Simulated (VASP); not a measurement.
Here is a VASP 6.6.1 calculation.

INCAR

```
PREC = Accurate
ENCUT = 600
EDIFF = 1E-6
ISMEAR = 0
SIGMA = 0.1
LREAL = False
LASPH = True
NELM = 60
ALGO = Normal
ISIF = 3
LWAVE = False
LCHARG = False
GGA = PE
IBRION = 2
NSW = 90
EDIFFG = -0.04
```

File KPOINTS:

```
regular mesh
0
Gamma
  3 3 3
```

Contents of POSCAR:

```
In3Se2
1.0
    3.4295361270      1.9800436061      6.2422707666
   -3.4295361270      1.9800436061      6.2422707666
    0.0000000000     -3.9600872123      6.2422707666
In Se
6 4
Direct
    0.0562500000      0.4437500000      0.7500000000
    0.7500000000      0.0562500000      0.4437500000
    0.4437500000      0.7500000000      0.0562500000
    0.9437500000      0.5562500000      0.2500000000
    0.2500000000      0.9437500000      0.5562500000
    0.5562500000      0.2500000000      0.9437500000
    0.8521800000      0.8521800000      0.8521800000
    0.6478200000      0.6478200000      0.6478200000
    0.1478200000      0.1478200000      0.1478200000
    0.3521800000      0.3521800000      0.3521800000
```

Potentials or basis: VASP PAW PBE potentials, release 64 (In_d, Se).

The run is started by

```bash
$ cat potpaw_PBE.64/In_d/POTCAR potpaw_PBE.64/Se/POTCAR > POTCAR
$ mpirun -np 1 vasp_std > vasp.out
```

(1) What does it give for the band gap on the k mesh?

(2) What does it give for the relaxed cell?

Answers

(1) zero (band 51 reaches 4.61 eV, above the bottom of band 52 at 3.93 eV).

(2) a = 7.690 Å, b = 7.690 Å, c = 7.690 Å, α = 61.00°, β = 61.00°, γ = 61.00°.

Caveat: the k points lie up to 0.33 Å⁻¹ apart in the final cell; spin-orbit coupling is left out, which moves the levels of the heavy elements.
